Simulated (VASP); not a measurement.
Wanted: the native input for a VASP 6.6.1 run.

| Quantity | Value |
| --- | --- |
| Task | single point |
| Functional | PBE |
| Potentials or basis | VASP PAW PBE potentials, release 64 (Al, Cu) |
| Cutoff | 520 eV |
| k mesh | 14 × 14 × 14 |
| Occupations | gaussian, width 0.15 eV |
| Spin | no spin polarisation |
| Dipole correction | no |
| Further INCAR settings | ALGO = Fast; EDIFF = 1e-07; NBANDS = 16 |

The structure of Al2Cu lies in POSCAR:

```
Al2Cu
1.0
   -2.0548234846      2.0548234846      3.0937994815
    2.0548234846     -2.0548234846      3.0937994815
    1.8912554460      1.8912554460     -3.0937994815
Al Cu
2 1
Direct
    0.7500000000      0.2500000000      0.5000000000
    0.2500000000      0.7500000000      0.5000000000
    0.5000000000      0.5000000000      0.0000000000
```

This cell differs from its parent crystal: strain +e along x and -e along y -0.0400, strain +e along z and -e/2 along x and y +0.0700.

These files were run (other wordings do the same):

INCAR

```
ALGO = Fast
EDIFF = 1E-7
ENCUT = 520
GGA = PE
ISIF = 2
ISMEAR = 0
LASPH = True
LCHARG = True
LELF = True
LREAL = False
LVHAR = True
LWAVE = False
NBANDS = 16
NELM = 80
PREC = Accurate
SIGMA = 0.15
```

KPOINTS

```
k-points
0
Gamma
  14 14 14
```

Potentials or basis: VASP PAW PBE potentials, release 64 (Al, Cu).

Launch:

```bash
$ cat potpaw_PBE.64/Al/POTCAR potpaw_PBE.64/Cu/POTCAR > POTCAR
$ mpirun -np 1 vasp_std > vasp.out
```

It gave:

```json
{
 "Pressure": "1.7 GPa",
 "Band gap on the k mesh": "zero (an odd number of electrons rules out a gap without spin polarisation)"
}
```

Caveat: the cell differs from its parent crystal (strain +e along x and -e along y -0.0400, strain +e along z and -e/2 along x and y +0.0700).

Run time: 3 min on 1 thread of Intel(R) Xeon(R) 6975P-C (Granite Rapids) (shared host), peak memory 0.42 GiB.
